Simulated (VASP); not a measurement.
# Mo (Immm) in VASP: further runs

The runs below take Mo through single point, with PBE.

All numbers are computed with VASP 6.6.1; they aren't measurements. Logs are shortened: lines on timing, memory, paths and dates and some standing lists are left out, and cuts for length are marked.

### Step 1. The cell of the first run

Symmetry: Immm, No. 71, orthorhombic system. Conventional cell: a = 2.929 Å, b = 2.960 Å, c = 3.592 Å, α = 90.00°, β = 90.00°, γ = 90.00°. Within 3.6 Å of Mo (site symmetry mmm) lie 14 Mo at 2.75 to 3.59 Å.

### Step 2. Single point, PBE

INCAR reads:

```
  ALGO = Fast
  EDIFF = 1E-6
  ENCUT = 520
  GGA = PE
  ISIF = 2
  ISMEAR = 0
  LASPH = True
  LCHARG = True
  LELF = True
  LREAL = False
  LVHAR = True
  LWAVE = False
  NBANDS = 13
  NELM = 80
  PREC = Accurate
  SIGMA = 0.15
```

KPOINTS reads:

```
k-points
0
Gamma
  20 20 20
```

POSCAR reads:

```
Mo
1.0
   -1.4801261171      1.7961729045      1.4644027894
    1.4801261171     -1.7961729045      1.4644027894
    1.4801261171      1.7961729045     -1.4644027894
Mo
1
Direct
    0.0000000000      0.0000000000      0.0000000000
```

Potentials or basis: VASP PAW PBE potentials, release 64 (Mo_sv).

Started as:

```sh
cat potpaw_PBE.64/Mo_sv/POTCAR > POTCAR
mpirun -np 1 vasp_std > vasp.out
```

OUTCAR:

```text
EDIFF = 1E-6
   ENCUT = 520
   GGA = PE
   ISIF = 2
   ISMEAR = 0
   LASPH = True
   LREAL = False
   NELM = 80
   PREC = Accurate

 ion  position               nearest neighbor table
   1  0.000  0.000  0.000-

  LATTYP: Found a body centered orthorhombic cell.
 ALAT       =     2.9288055788
 B/A-ratio  =     1.0107370239
 C/A-ratio  =     1.2265565987

  Lattice vectors:

 A1 = (   1.4801261171,  -1.7961729045,   1.4644027894)
 A2 = (  -1.4801261171,  -1.7961729045,  -1.4644027894)
 A3 = (   1.4801261171,   1.7961729045,  -1.4644027894)

Analysis of symmetry for initial positions (statically):
=====================================================================
 Subroutine PRICEL returns:
 Original cell was already a primitive cell.

 Routine SETGRP: Setting up the symmetry group for a
 body centered orthorhombic supercell.

 Subroutine GETGRP returns: Found  8 space group operations
 (whereof  8 operations were pure point group operations)
 out of a pool of  8 trial point group operations.

The static configuration has the point symmetry D_2h.

Analysis of symmetry for dynamics (positions and initial velocities):
=====================================================================
 Subroutine PRICEL returns:
 Original cell was already a primitive cell.

 Routine SETGRP: Setting up the symmetry group for a
 body centered orthorhombic supercell.

 Subroutine GETGRP returns: Found  8 space group operations
 (whereof  8 operations were pure point group operations)
 out of a pool of  8 trial point group operations.

The dynamic configuration has the point symmetry D_2h.

 Subroutine INISYM returns: Found  8 space group operations
 (whereof  8 operations are pure point group operations),
 and found     1 'primitive' translations

----------------------------------------------------------------------------------------

                                     Primitive cell

  volume of cell :      15.5728

  direct lattice vectors                    reciprocal lattice vectors
    -1.480126117  1.796172904  1.464402789     0.000000000  0.278369637  0.341436116
     1.480126117 -1.796172904  1.464402789     0.337809052  0.000000000  0.341436116
     1.480126117  1.796172904 -1.464402789     0.337809052  0.278369637  0.000000000

  length of vectors
     2.749815622  2.749815622  2.749815622     0.440531810  0.480305711  0.437726639

  position of ions in fractional coordinates (direct lattice)
     0.000000000  0.000000000  0.000000000

  ion indices of the primitive-cell ions
   primitive index   ion index
                 1           1

----------------------------------------------------------------------------------------

 KPOINTS: k-points

Automatic generation of k-mesh.
 Grid dimensions read from file:
 generate k-points for:   20   20   20

 Generating k-lattice:

  Cartesian coordinates                     Fractional coordinates (reciprocal lattice)
     0.000000000  0.013918482  0.017071806     0.050000000 -0.000000000  0.000000000
     0.016890453  0.000000000  0.017071806     0.000000000  0.050000000  0.000000000
     0.016890453  0.013918482  0.000000000     0.000000000 -0.000000000  0.050000000

  Length of vectors
     0.022026591  0.024015286  0.021886332

  Shift w.r.t. Gamma in fractional coordinates (k-lattice)
     0.000000000  0.000000000  0.000000000

 Subroutine IBZKPT returns following result:
 ===========================================

 Found   1166 irreducible k-points:

 Following reciprocal coordinates:
            Coordinates               Weight
  0.000000  0.000000  0.000000      1.000000
  0.050000 -0.000000  0.000000      4.000000
  0.100000 -0.000000  0.000000      4.000000
  0.150000 -0.000000  0.000000      4.000000
  0.200000 -0.000000  0.000000      4.000000
  0.250000  0.000000  0.000000      4.000000
[... 16 lines left out ...]
 -0.450000  0.050000 -0.000000      8.000000
 -0.400000  0.050000 -0.000000      8.000000
 [... further k-points ...]
   k-points           NKPTS =   1166   k-points in BZ     NKDIM =   1166   number of bands    NBANDS=     13
   number of dos      NEDOS =    301   number of ions     NIONS =      1
   total plane-waves  NPLWV =   8000
   dimension x,y,z NGX =    20 NGY =   20 NGZ =   20
   dimension x,y,z NGXF=    40 NGYF=   40 NGZF=   40
   ions per type =               1
   NGX,Y,Z   is equivalent  to a cutoff of  12.09, 12.09, 12.09 a.u.
   NGXF,Y,Z  is equivalent  to a cutoff of  24.18, 24.18, 24.18 a.u.
 SYSTEM =  unknown system
   PREC   = accura    normal or accurate (medium, high low for compatibility)
   ISTART =      0    job   : 0-new  1-cont  2-samecut
   ICHARG =      2    charge: 1-file 2-atom 10-const
   ISPIN  =      1    spin polarized calculation?
   LNONCOLLINEAR =      F non collinear calculations
   LSORBIT =      F    spin-orbit coupling
   LASPH  =      T    aspherical Exc in radial PAW
   ENCUT  =  520.0 eV  38.22 Ry    6.18 a.u.   5.11  5.11  5.11*2*pi/ulx,y,z
   NELM   =     80;   NELMIN=  2; NELMDL= -5     # of ELM steps
   EDIFF  = 0.1E-05   stopping-criterion for ELM
   LREAL  =      F    real-space projection
   EDIFFG = 0.1E-04   stopping-criterion for IOM
   NSW    =      0    number of steps for IOM
   IBRION =     -1    ionic relax: 0-MD 1-quasi-New 2-CG
   NFREE  =      0    steps in history (QN), initial steepest desc. (CG)
   ISIF   =      2    stress and relaxation
   ISYM   =      2    0-nonsym 1-usesym 2-fastsym
   POTIM  = 0.5000    time-step for ionic-motion
   TEBEG  =    0.0;   TEEND  =   0.0 temperature during run
   PSTRESS=    0.0 pullay stress
   NELECT =      14.0000    total number of electrons
   NUPDOWN=      -1.0000    fix difference up-down
   EMIN   =  10.00;   EMAX   =-10.00  energy-range for DOS
   EFERMI =   0.00;   METHOD = LEGACY
   ISMEAR =     0;   SIGMA  =   0.15  broadening in eV -4-tet -1-fermi 0-gaus
   EFERMI_NEDOS =   21; number of points for ismear=-14 and -15
   IALGO  =     68    algorithm
   IMIX   =      4    mixing-type and parameters
     AMIX     =   0.40;   BMIX     =  1.00
     AMIX_MAG =   1.60;   BMIX_MAG =  1.00
  volume/ion in A,a.u.               =      15.57       105.09
  Fermi-wavevector in a.u.,A,eV,Ry     =   1.580017  2.985799 33.966307  2.496453
  Thomas-Fermi vector in A             =   2.680308
   LORBIT       =      0    0 simple, 1 ext, 2 COOP (PROOUT), +10 PAW based schemes
   GGA     = PE    functional components
   LHFCALC =     F    Hartree Fock is set to
   AEXX    =    0.0000 exact exchange contribution
   IVDW    =     0    specifies the selected vdW correction
   LEPSILON=     F    determine dielectric tensor
   LRPA    =     F    only Hartree local field effects (RPA)
 non-spin polarized calculation
 RMM-DIIS sequential band-by-band and
 Gauss-broadening in eV      SIGMA  =   0.15
  energy-cutoff  :      520.00
  volume of cell :       15.57
 maximum number of plane-waves:       435
   NGX = 11   NGY = 11   NGZ = 11

 number of electron      13.9999999 magnetization

 Free energy of the ion-electron system (eV)
  ---------------------------------------------------
  ext. energy  EPLUGINS =         0.00000000
  ---------------------------------------------------
  free energy    TOTEN  =       -10.64859380 eV

  energy without entropy =      -10.63546628  energy(sigma->0) =      -10.64203004

 E-fermi :  12.5253     XC(G=0): -13.4030

 val. band max:       12.5246769641   @ k =   0.2500  -0.1000   0.0500
 cond. band min:      12.5260137305   @ k =  -0.4000   0.4000   0.1500
 fundamental gap:      0.0013367664
 Fermi energy:        12.5252860745

 k-point     1 :       0.0000    0.0000    0.0000
  band No.  band energies     occupation
      1     -48.5583      2.00000
      2     -21.8479      2.00000
      3     -21.8249      2.00000
      4     -21.8052      2.00000
      5       5.4116      2.00000
      6      10.9625      2.00000
      7      11.1215      2.00000
      8      12.6979      0.10357
      9      12.9426      0.00008
     10      15.0100      0.00000
     11      25.7073      0.00000
     12      29.0175      0.00000
     13      29.2629      0.00000

 k-point     2 :       0.0500   -0.0000    0.0000
  band No.  band energies     occupation
      1     -48.5521      2.00000
      2     -21.8565      2.00000
      3     -21.8561      2.00000
      4     -21.8127      2.00000
      5       5.5192      2.00000
      6      11.0060      2.00000
      7      11.1081      2.00000
      8      12.6769      0.15288
      9      12.9292      0.00014
     10      14.9525      0.00000
     11      25.9127      0.00000
     12      29.2016      0.00000
     13      29.2285      0.00000

 k-point     3 :       0.1000   -0.0000    0.0000
  band No.  band energies     occupation
      1     -48.5340      2.00000
      2     -21.9634      2.00000
      3     -21.8797      2.00000
      4     -21.8189      2.00000
      5       5.8294      2.00000
      6      11.0509      2.00000
      7      11.1050      2.00000
      8      12.6509      0.23645
      9      12.9282      0.00015
     10      14.8046      0.00000
     11      26.4702      0.00000
     12      29.0065      0.00000
     13      29.7413      0.00000
[... 305 lines left out ...]
 k-point    23 :      -0.4500    0.0500   -0.0000
  band No.  band energies     occupation
      1     -48.3120      2.00000
      2     -23.1634      2.00000
      3     -22.1713      2.00000
      4     -21.8805      2.00000
      5       7.5786      2.00000
      6      10.2845      2.00000
      7      12.6077      0.43695
      8      13.0381      0.00000
      9      15.5059      0.00000
     10      16.8015      0.00000
     11      24.2002      0.00000
     12      25.9048      0.00000
     13      31.4098      0.00000

 k-point    24 :      -0.4000    0.0500   -0.0000
  band No.  band energies     occupation
      1     -48.3371      2.00000
      2     -23.0361      2.00000
      3     -22.1422      2.00000
      4     -21.8711      2.00000
      5       7.6612      2.00000
      6      10.4306      2.00000
      7      12.2282      1.99491
      8      12.7453      0.03803
      9      15.0753      0.00000
     10      16.1814      0.00000
     11      24.6556      0.00000
     12      27.0425      0.00000
     13      32.4818      0.00000

 [... further k-points ...]

------------------------ aborting loop because EDIFF is reached ----------------------------------------

  FORCE on cell =-STRESS in cart. coord.  units (eV):
  Direction    XX          YY          ZZ          XY          YZ          ZX
  --------------------------------------------------------------------------------------
  -------------------------------------------------------------------------------------
  Total        1.5827521     -1.0598724      1.7199530      0.0000000      0.0000000     -0.0000000
  in kB      162.8381239   -109.0427439    176.9537457      0.0000000      0.0000000     -0.0000000
  external PRESSURE =      76.9163752 kB  Pullay stress =       0.0000000 kB

 VOLUME and BASIS-vectors are now :
 -----------------------------------------------------------------------------
  energy-cutoff  :      520.00
  volume of cell :       15.57
      direct lattice vectors                 reciprocal lattice vectors
    -1.480126117  1.796172904  1.464402789     0.000000000  0.278369637  0.341436116
     1.480126117 -1.796172904  1.464402789     0.337809052  0.000000000  0.341436116
     1.480126117  1.796172904 -1.464402789     0.337809052  0.278369637  0.000000000

 POSITION                                       TOTAL-FORCE (eV/Angst)
 -----------------------------------------------------------------------------------
      0.00000      0.00000      0.00000         0.000000     -0.000000     -0.000000
 -----------------------------------------------------------------------------------
    total drift:                                0.000000     -0.000000      0.000000

  FREE ENERGIE OF THE ION-ELECTRON SYSTEM (eV)
  ---------------------------------------------------
  free  energy   TOTEN  =       -10.6485937998 eV

  energy  without entropy=      -10.6354662848  energy(sigma->0) =      -10.64203004
```

Wall time 3.5 min (1 thread of AMD EPYC 7R43 (Zen 3), shared host); peak memory 0.27 GiB.

Results:

```
Free energy            : -10.6486 eV
Pressure               : 7.7 GPa
Band gap on the k mesh : zero (band 7 reaches 16.33 eV, above the bottom of band 8 at 11.58 eV)
```

Caveat: the cell differs from its parent crystal (strain +e along x and -e along y -0.1000, strain +e along z and -e/2 along x and y -0.0733).

### Step 3. Single point, PBE

INCAR reads:

```
SYSTEM = Mo
PREC = Accurate ; ENCUT = 520
EDIFF = 1E-7 ; ISMEAR = 0
SIGMA = 0.15 ; LREAL = .False.
LASPH = .True. ; NELM = 80
ALGO = Fast ; ISIF = 2
LWAVE = .False. ; LCHARG = .True.
GGA = PE ; LELF = .True.
LVHAR = .True. ; NBANDS = 13
```

KPOINTS reads:

```
Automatic mesh
0
Gamma
  20 20 20
  0 0 0
```

POSCAR reads:

```
Mo
1.0
   -1.3642949695      1.6803417569      1.6960650846
    1.3642949695     -1.6803417569      1.6960650846
    1.3642949695      1.6803417569     -1.6960650846
Mo
1
Direct
    0.0000000000      0.0000000000      0.0000000000
```

Potentials or basis: VASP PAW PBE potentials, release 64 (Mo_sv).

Started as:

```sh
cat potpaw_PBE.64/Mo_sv/POTCAR > POTCAR
mpirun -np 1 vasp_std > vasp.out
```

OUTCAR:

```text
SYSTEM = Mo
   PREC = Accurate
   ENCUT = 520
   EDIFF = 1E-7
   ISMEAR = 0
   LREAL = .False.
   LASPH = .True.
   NELM = 80
   ISIF = 2
   GGA = PE

 ion  position               nearest neighbor table
   1  0.000  0.000  0.000-

  LATTYP: Found a body centered orthorhombic cell.
 ALAT       =     2.7285899390
 B/A-ratio  =     1.2316557595
 C/A-ratio  =     1.2431806336

  Lattice vectors:

 A1 = (  -1.3642949695,   1.6803417569,   1.6960650846)
 A2 = (   1.3642949695,  -1.6803417569,   1.6960650846)
 A3 = (   1.3642949695,   1.6803417569,  -1.6960650846)

Analysis of symmetry for initial positions (statically):
=====================================================================
 Subroutine PRICEL returns:
 Original cell was already a primitive cell.

 Routine SETGRP: Setting up the symmetry group for a
 body centered orthorhombic supercell.

 Subroutine GETGRP returns: Found  8 space group operations
 (whereof  8 operations were pure point group operations)
 out of a pool of  8 trial point group operations.

The static configuration has the point symmetry D_2h.

Analysis of symmetry for dynamics (positions and initial velocities):
[... 164 lines left out ...]

 k-point     1 :       0.0000    0.0000    0.0000
  band No.  band energies     occupation
      1     -48.5376      2.00000
      2     -21.8761      2.00000
      3     -21.8682      2.00000
      4     -21.5808      2.00000
      5       5.4541      2.00000
      6       9.8697      2.00000
      7      12.2527      1.99165
      8      12.6572      0.23979
      9      12.7286      0.06441
     10      15.5670      0.00000
     11      26.5114      0.00000
     12      26.6546      0.00000
     13      31.1583      0.00000
[... 354 lines left out ...]
  band No.  band energies     occupation
      1     -48.3432      2.00000
      2     -23.0601      2.00000
      3     -21.8474      2.00000
      4     -21.8082      2.00000
      5       7.7058      2.00000
      6      11.4614      2.00000
      7      11.6401      2.00000
      8      12.4257      1.68583
      9      14.2900      0.00000
     10      16.4979      0.00000
     11      24.3092      0.00000
     12      26.3666      0.00000
     13      33.0650      0.00000

 [... further k-points ...]
[... 5 lines left out ...]
  --------------------------------------------------------------------------------------
  -------------------------------------------------------------------------------------
  Total        2.9905925     -0.0559924     -0.1073836     -0.0000000      0.0000000      0.0000000
  in kB      308.0770989     -5.7680818    -11.0621665     -0.0000000      0.0000000      0.0000000
  external PRESSURE =      97.0822835 kB  Pullay stress =       0.0000000 kB

 VOLUME and BASIS-vectors are now :
 -----------------------------------------------------------------------------
  energy-cutoff  :      520.00
  volume of cell :       15.55
      direct lattice vectors                 reciprocal lattice vectors
    -1.364294969  1.680341757  1.696065085     0.000000000  0.297558516  0.294800008
     1.364294969 -1.680341757  1.696065085     0.366489660  0.000000000  0.294800008
     1.364294969  1.680341757 -1.696065085     0.366489660  0.297558516  0.000000000

 POSITION                                       TOTAL-FORCE (eV/Angst)
 -----------------------------------------------------------------------------------
      0.00000      0.00000      0.00000         0.000000     -0.000000      0.000000
 -----------------------------------------------------------------------------------
    total drift:                                0.000000     -0.000000      0.000000

  FREE ENERGIE OF THE ION-ELECTRON SYSTEM (eV)
  ---------------------------------------------------
  free  energy   TOTEN  =       -10.5861442985 eV

  energy  without entropy=      -10.5755649962  energy(sigma->0) =      -10.58085465
```

OSZICAR:

```text
N       E                     dE             d eps       ncg     rms          rms(c)
DAV:   1     0.925980137251E+02    0.92598E+02   -0.80361E+03 30598   0.110E+03
DAV:   2    -0.100206524818E+02   -0.10262E+03   -0.98709E+02 34946   0.310E+02
DAV:   3    -0.111783678835E+02   -0.11577E+01   -0.11541E+01 33761   0.329E+01
DAV:   4    -0.111810109567E+02   -0.26431E-02   -0.26430E-02 34071   0.191E+00
DAV:   5    -0.111810280043E+02   -0.17048E-04   -0.17046E-04 34296   0.137E-01    0.148E+01
RMM:   6    -0.106620884761E+02    0.51894E+00   -0.60599E-01 30339   0.734E+00    0.462E+00
RMM:   7    -0.105888889124E+02    0.73200E-01   -0.18598E-01 31311   0.402E+00    0.904E-01
RMM:   8    -0.105862690616E+02    0.26199E-02   -0.10125E-02 34244   0.111E+00    0.133E-01
RMM:   9    -0.105861503186E+02    0.11874E-03   -0.12191E-03 34592   0.382E-01    0.666E-02
RMM:  10    -0.105861463628E+02    0.39558E-05   -0.14873E-04 35170   0.143E-01    0.114E-02
RMM:  11    -0.105861455276E+02    0.83524E-06   -0.20118E-05 35194   0.495E-02    0.799E-03
RMM:  12    -0.105861445861E+02    0.94147E-06   -0.48150E-06 35173   0.231E-02    0.170E-03
RMM:  13    -0.105861442605E+02    0.32558E-06   -0.10106E-06 29866   0.912E-03    0.554E-04
RMM:  14    -0.105861442985E+02   -0.37965E-07   -0.21618E-07 21815   0.385E-03
   1 F= -.10586144E+02 E0= -.10580855E+02  d E =-.105793E-01
```

stdout:

```text
POSCAR found type information on POSCAR Mo
 POSCAR found :  1 types and       1 ions
 scaLAPACK will be used
 LDA part: xc-table for (Slater+PW92), standard interpolation
 POSCAR, INCAR and KPOINTS ok, starting setup
 FFT: planning ... GRIDC
 FFT: planning ... GRID_SOFT
 FFT: planning ... GRID
 WAVECAR not read
 entering main loop
```

It took 4.4 min on 1 thread of AMD EPYC 7R43 (Zen 3), shared host; peak memory 0.26 GiB.

Results:

- Free energy: -10.5861 eV
- Pressure: 9.7 GPa
- Band gap on the k mesh: zero (band 7 reaches 16.68 eV, above the bottom of band 8 at 10.99 eV)

Stress tensor (GPa, compression positive):
```
30.81  0.00  0.00
 0.00 -0.58  0.00
 0.00  0.00 -1.11
```

Caveat: the cell differs from its parent crystal (strain +e along x and -e along y -0.1000, strain +e along z and -e/2 along x and y +0.0733).
